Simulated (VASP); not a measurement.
# Al2Pt (Fm-3m) in VASP: vibrations by perturbation theory with PBE

Aim: the vibrations by perturbation theory of Al2Pt with PBE.

Program: VASP 6.6.1. These are calculated values, not measurements. Logs are shortened: lines on timing, memory, paths and dates and some standing lists are left out, and cuts for length are marked.

## (1) The cell of the first run

Symmetry: Fm-3m, No. 225, cubic system. Conventional cell: a = 5.944 Å, b = 5.944 Å, c = 5.944 Å, α = 90.00°, β = 90.00°, γ = 90.00°. Al (site symmetry -43m) has 4 Pt at 2.57 Å and 6 Al at 2.97 Å within 3.4 Å. Pt (site symmetry m-3m) has 8 Al at 2.57 Å within 3.4 Å.

## (2) Vibrations by perturbation theory, PBE

The input, INCAR:

```
SYSTEM = Al2Pt
  PREC = Accurate
  ENCUT = 520
  EDIFF = 1E-8
  ISMEAR = 1
  SIGMA = 0.2
  LREAL = .FALSE.
  LASPH = .TRUE.
  NELM = 100
  ALGO = Normal
  ISIF = 2
  LWAVE = .FALSE.
  LCHARG = .FALSE.
  GGA = PE
  NBANDS = 15
  IBRION = 8
  NSW = 1
```

The input, KPOINTS:

```
regular mesh
0
G
  10 10 10
  0 0 0
```

The input, POSCAR:

```
Al2Pt
1.0
    0.0000000000      2.9721228399      2.9721228399
    2.9721228399      0.0000000000      2.9721228399
    2.9721228399      2.9721228399      0.0000000000
Al Pt
2 1
Direct
    0.2500000000      0.2500000000      0.2500000000
    0.7500000000      0.7500000000      0.7500000000
    0.0000000000      0.0000000000      0.0000000000
```

Potentials or basis: VASP PAW PBE potentials, release 64 (Al, Pt).

Run with:

```bash
$ cat potpaw_PBE.64/Al/POTCAR potpaw_PBE.64/Pt/POTCAR > POTCAR
$ mpirun -np 1 vasp_std > vasp.out
```

OUTCAR:

```text
SYSTEM = Al2Pt
   PREC = Accurate
   ENCUT = 520
   EDIFF = 1E-8
   ISMEAR = 1
   LREAL = .FALSE.
   LASPH = .TRUE.
   NELM = 100
   ISIF = 2
   GGA = PE
   IBRION = 8
   NSW = 1

 ion  position               nearest neighbor table
   1  0.250  0.250  0.250-   3 2.57   3 2.57   3 2.57   3 2.57   2 2.97   2 2.97   2 2.97   2 2.97
                             2 2.97   2 2.97
   2  0.750  0.750  0.750-   3 2.57   3 2.57   3 2.57   3 2.57   1 2.97   1 2.97   1 2.97   1 2.97
                             1 2.97   1 2.97
   3  0.000  0.000  0.000-   2 2.57   2 2.57   2 2.57   1 2.57   2 2.57   1 2.57   1 2.57   1 2.57

  LATTYP: Found a face centered cubic cell.
 ALAT       =     5.9442456798

  Lattice vectors:

 A1 = (   0.0000000000,   2.9721228399,   2.9721228399)
 A2 = (   2.9721228399,   0.0000000000,   2.9721228399)
 A3 = (   2.9721228399,   2.9721228399,   0.0000000000)

Analysis of symmetry for initial positions (statically):
=====================================================================
 Subroutine PRICEL returns:
 Original cell was already a primitive cell.

 Routine SETGRP: Setting up the symmetry group for a
 face centered cubic supercell.

 Subroutine GETGRP returns: Found 48 space group operations
 (whereof 48 operations were pure point group operations)
 out of a pool of 48 trial point group operations.

The static configuration has the point symmetry O_h .

Analysis of symmetry for dynamics (positions and initial velocities):
=====================================================================
 Subroutine PRICEL returns:
 Original cell was already a primitive cell.

 Routine SETGRP: Setting up the symmetry group for a
 face centered cubic supercell.

 Subroutine GETGRP returns: Found 48 space group operations
 (whereof 48 operations were pure point group operations)
 out of a pool of 48 trial point group operations.

The dynamic configuration has the point symmetry O_h .

 Subroutine INISYM returns: Found 48 space group operations
 (whereof 48 operations are pure point group operations),
 and found     1 'primitive' translations

----------------------------------------------------------------------------------------

                                     Primitive cell

  volume of cell :      52.5086

  direct lattice vectors                    reciprocal lattice vectors
     0.000000000  2.972122840  2.972122840    -0.168229924  0.168229924  0.168229924
     2.972122840  0.000000000  2.972122840     0.168229924 -0.168229924  0.168229924
     2.972122840  2.972122840  0.000000000     0.168229924  0.168229924 -0.168229924

  length of vectors
     4.203216429  4.203216429  4.203216429     0.291382776  0.291382776  0.291382776

  position of ions in fractional coordinates (direct lattice)
     0.250000000  0.250000000  0.250000000
     0.750000000  0.750000000  0.750000000
     0.000000000  0.000000000  0.000000000

  ion indices of the primitive-cell ions
   primitive index   ion index
                 1           1
                 2           2
                 3           3

----------------------------------------------------------------------------------------

 KPOINTS: regular mesh

Automatic generation of k-mesh.
 Grid dimensions read from file:
 generate k-points for:   10   10   10

 Generating k-lattice:

  Cartesian coordinates                     Fractional coordinates (reciprocal lattice)
[... 96 lines left out ...]
   NGX = 15   NGY = 15   NGZ = 15

--------------------------------------- Ionic step        1  -------------------------------------------

 number of electron      16.0000000 magnetization

 Free energy of the ion-electron system (eV)
  ---------------------------------------------------
  ext. energy  EPLUGINS =         0.00000000
  ---------------------------------------------------
  free energy    TOTEN  =       -16.25975056 eV

  energy without entropy =      -16.26018377  energy(sigma->0) =      -16.25989496

 E-fermi :   7.6843     XC(G=0): -10.6258

 val. band max:        7.6467756877   @ k =   0.5000   0.3000   0.1000
 cond. band min:       7.7835209735   @ k =   0.2000   0.0000   0.0000
 fundamental gap:      0.1367452858
 Fermi energy:         7.6842913482

 k-point     1 :       0.0000    0.0000    0.0000
  band No.  band energies     occupation
      1      -2.4101      2.00000
      2       2.7357      2.00000
      3       2.7357      2.00000
      4       2.7357      2.00000
      5       4.0724      2.00000
      6       4.0724      2.00000
      7      10.5203     -0.00000
      8      11.5064     -0.00000
      9      11.5064     -0.00000
     10      11.5064     -0.00000
     11      13.0092      0.00000
     12      13.0092      0.00000
     13      13.0092      0.00000
     14      13.9713      0.00000
[... 401 lines left out ...]
      2       1.8815      2.00000
      3       3.0558      2.00000
      4       3.5100      2.00000
      5       3.6872      2.00000
      6       4.4308      2.00000
      7       5.3744      2.00000
      8       7.0607      2.00010
      9       7.1253      2.00056
     10      10.8405     -0.00000
     11      11.5249     -0.00000
     12      15.1929      0.00000
     13      15.9175      0.00000
     14      16.5746      0.00000
     15      17.3131      0.00000

 [... further k-points ...]
[... 5 lines left out ...]
  --------------------------------------------------------------------------------------
  -------------------------------------------------------------------------------------
  Total       -0.0147579     -0.0147579     -0.0147579      0.0000000      0.0000000      0.0000000
  in kB       -0.4503024     -0.4503024     -0.4503024      0.0000000      0.0000000      0.0000000
  external PRESSURE =      -0.4503024 kB  Pullay stress =       0.0000000 kB

 VOLUME and BASIS-vectors are now :
 -----------------------------------------------------------------------------
  energy-cutoff  :      520.00
  volume of cell :       52.51
      direct lattice vectors                 reciprocal lattice vectors
     0.000000000  2.972122840  2.972122840    -0.168229924  0.168229924  0.168229924
     2.972122840  0.000000000  2.972122840     0.168229924 -0.168229924  0.168229924
     2.972122840  2.972122840  0.000000000     0.168229924  0.168229924 -0.168229924

 POSITION                                       TOTAL-FORCE (eV/Angst)
 -----------------------------------------------------------------------------------
      1.48606      1.48606      1.48606         0.000000      0.000000      0.000000
      4.45818      4.45818      4.45818        -0.000000     -0.000000     -0.000000
      0.00000      0.00000      0.00000         0.000000     -0.000000     -0.000000
 -----------------------------------------------------------------------------------
    total drift:                                0.000000     -0.000000      0.000000

  FREE ENERGIE OF THE ION-ELECTRON SYSTEM (eV)
  ---------------------------------------------------
  free  energy   TOTEN  =       -16.2597505617 eV

  energy  without entropy=      -16.2601837682  energy(sigma->0) =      -16.25989496

[... ionic steps 2 to 9 ...]

--------------------------------------- Ionic step       10  -------------------------------------------

 Free energy of the ion-electron system (eV)
  ---------------------------------------------------
  ---------------------------------------------------
  free energy    TOTEN  =        -0.25658422 eV

  energy without entropy =       -0.25658422

------------------------ aborting loop because EDIFF is reached ----------------------------------------

 INTERNAL STRAIN TENSOR  FOR ION    3  DIRECTION 1   (eV/Angst):
 -----------------------------------------------------------------------------
     0.00071 -0.00000  0.00000
    -0.00000 -0.00133 -0.00000
     0.00000 -0.00000 -0.00133

 INTERNAL STRAIN TENSOR FOR ION    3 for displacements in x,y,z  (eV/Angst):
          X           Y           Z          XY          YZ          ZX
  --------------------------------------------------------------------------------
  x     0.00000     0.00000     0.00000     0.00000     0.00000     0.00000
  y     0.00000     0.00000     0.00000     0.00000     0.00000     0.00000
  z     0.00000     0.00000     0.00000     0.00000     0.00000     0.00000

 SECOND DERIVATIVES (NOT SYMMETRIZED)
 ------------------------------------
               1X          1Y          1Z          2X          2Y          2Z          3X          3Y          3Z
  1X    -6.253630    0.000000    0.000000    2.196671    0.000000    0.000000    4.056959    0.000000    0.000000
  1Y     0.000000   -6.253630    0.000000    0.000000    2.196671   -0.000000    0.000000    4.056959    0.000000
  1Z     0.000000    0.000000   -6.253630    0.000000   -0.000000    2.196671    0.000000    0.000000    4.056959
  2X     2.196671    0.000000    0.000000   -6.253630    0.000000    0.000000    4.056959    0.000000    0.000000
  2Y     0.000000    2.196671   -0.000000    0.000000   -6.253630    0.000000    0.000000    4.056959    0.000000
  2Z     0.000000   -0.000000    2.196671    0.000000    0.000000   -6.253630    0.000000    0.000000    4.056959
  3X     4.050481    0.000000    0.000000    4.050481    0.000000    0.000000   -8.100962    0.000000    0.000000
  3Y     0.000000    4.050481    0.000000    0.000000    4.050481    0.000000    0.000000   -8.100962    0.000000
  3Z     0.000000    0.000000    4.050481    0.000000    0.000000    4.050481    0.000000    0.000000   -8.100962

 Eigenvectors and eigenvalues of the dynamical matrix
 ----------------------------------------------------

   1 f  =    8.748987 THz    54.971508 2PiTHz  291.834800 cm-1    36.182887 meV
             X         Y         Z           dx          dy          dz
      1.486061  1.486061  1.486061    -0.003825    0.707096    0.000000
      4.458184  4.458184  4.458184     0.003825   -0.707096   -0.000000
      0.000000  0.000000  0.000000    -0.000000    0.000000    0.000000
[... 43 lines left out ...]
   9 f/i=    0.002253 THz     0.014158 2PiTHz    0.075163 cm-1     0.009319 meV
             X         Y         Z           dx          dy          dz
      1.486061  1.486061  1.486061    -0.009730   -0.048690    0.325174
      4.458184  4.458184  4.458184    -0.009730   -0.048690    0.325174
      0.000000  0.000000  0.000000    -0.026183   -0.131027    0.875065

--------------------------------------------------------------------------------------------------------

 ELASTIC MODULI CONTR FROM IONIC RELAXATION (kBar)
 Direction    XX          YY          ZZ          XY          YZ          ZX
 --------------------------------------------------------------------------------
 XX          -0.0000      0.0000     -0.0000      0.0000      0.0000      0.0000
 YY           0.0000     -0.0000      0.0000      0.0000      0.0000     -0.0000
 ZZ          -0.0000      0.0000     -0.0000     -0.0000      0.0000      0.0000
 XY           0.0000      0.0000     -0.0000   -383.5152      0.0000      0.0000
 YZ           0.0000      0.0000      0.0000      0.0000   -383.5152     -0.0000
 ZX           0.0000     -0.0000      0.0000      0.0000     -0.0000   -383.5152
 --------------------------------------------------------------------------------
```

It took 2.2 min on 1 thread of Intel Xeon Platinum 8488C (Sapphire Rapids), shared host; peak memory 0.42 GiB.

Results:

```
Highest phonon frequency at Γ, LO-TO splitting left out : 292 cm⁻¹
```

Phonon frequencies in cm⁻¹ (negative: imaginary):
```
              q point                    frequencies
(0.000, 0.000, 0.000)  0 0 0 228 228 228 292 292 292
```

Caveat: spin-orbit coupling is left out, which moves the levels of the heavy elements.
